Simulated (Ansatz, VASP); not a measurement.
**HfO2 in VASP and in Ansatz**

POSCAR

```
HfO2
1.0
    0.0000000000      2.5291823181      2.5291823181
    2.5291823181      0.0000000000      2.5291823181
    2.5291823181      2.5291823181      0.0000000000
Hf O
1 2
Direct
    0.0000000000      0.0000000000      0.0000000000
    0.2500000000      0.2500000000      0.2500000000
    0.7500000000      0.7500000000      0.7500000000
```

File INCAR.step1:

```
PREC     = Accurate       # precision mode
ENCUT    = 660            # plane-wave cutoff, eV
ISMEAR   = 0              # smearing method
SIGMA    = 0.01           # smearing width, eV
LREAL    = False          # projectors in reciprocal space
LASPH    = True           # aspherical terms in the spheres
NELM     = 120            # most SCF steps
NBANDS   = 18             # bands
GGA      = PE             # functional
ALGO     = Normal         # electronic algorithm
EDIFF    = 1E-5           # SCF threshold, eV
LWAVE    = True           # write WAVECAR
LCHARG   = False          # write CHGCAR
GGA_COMPAT= False
```

The input INCAR.step2:

```
PREC     = Accurate       # precision mode
ENCUT    = 660            # plane-wave cutoff, eV
EDIFF    = 1E-6           # SCF threshold, eV
ISMEAR   = 0              # smearing method
SIGMA    = 0.01           # smearing width, eV
LREAL    = False          # projectors in reciprocal space
LASPH    = True           # aspherical terms in the spheres
NELM     = 120            # most SCF steps
ALGO     = Normal         # electronic algorithm
ISIF     = 2              # what is computed and relaxed
LWAVE    = False          # write WAVECAR
LCHARG   = False          # write CHGCAR
METAGGA  = R2SCAN         # meta-GGA
LMIXTAU  = True         
NBANDS   = 18             # bands
ISTART   = 1            
GGA_COMPAT= False
```

The input KPOINTS:

```
Automatic mesh
0
Gamma
  4 4 4
```

Input for Ansatz:

```yaml
crystal:
  lattice:
    - [0.0, 2.5291823181, 2.5291823181]
    - [2.5291823181, 0.0, 2.5291823181]
    - [2.5291823181, 2.5291823181, 0.0]
  atoms:
    - { symbol: Hf, position: [0.0, 0.0, 0.0] }
    - { symbol: O, position: [0.25, 0.25, 0.25] }
    - { symbol: O, position: [0.75, 0.75, 0.75] }
kpoints:
  mp_grid: { grid: [4, 4, 4] }
hamiltonian:
  xc: r2scan
scf:
  occupations: { method: fixed }
  n_extra_bands: 4
output:
  forces: true
  stress: true
  eigenvalues: true
```

Alike in both runs: task single point; functional r2SCAN; k mesh 4 × 4 × 4; no spin polarisation.

```csv
,VASP,Ansatz
version,VASP 6.6.1,Ansatz 0.2.0
potentials or method,"VASP PAW PBE potentials, release 64 (Hf_pv, O)",plane waves
plane-wave cutoff (eV),660,500
occupations,"gaussian, width 0.01 eV",fixed
valence electrons in the cell,22,38
```

|  | VASP | Ansatz | Ansatz less VASP |
| --- | --- | --- | --- |
| gap on the k mesh at the Fermi level (eV) | 4.32 | 4.30 | -0.016 |
| pressure (GPa) | -4.3 | 0.0 | +4.29 |

VASP's potentials were made for PBE, not for r2SCAN. One of these differences is far larger than is usual between the two programs; its cause wasn't traced. VASP's potentials hold 22 valence electrons a cell and Ansatz's 38, so a difference there can come from the potentials and not from the codes.

The k mesh is coarse, so the values compare programs but aren't converged. Neither program's run includes spin-orbit coupling.
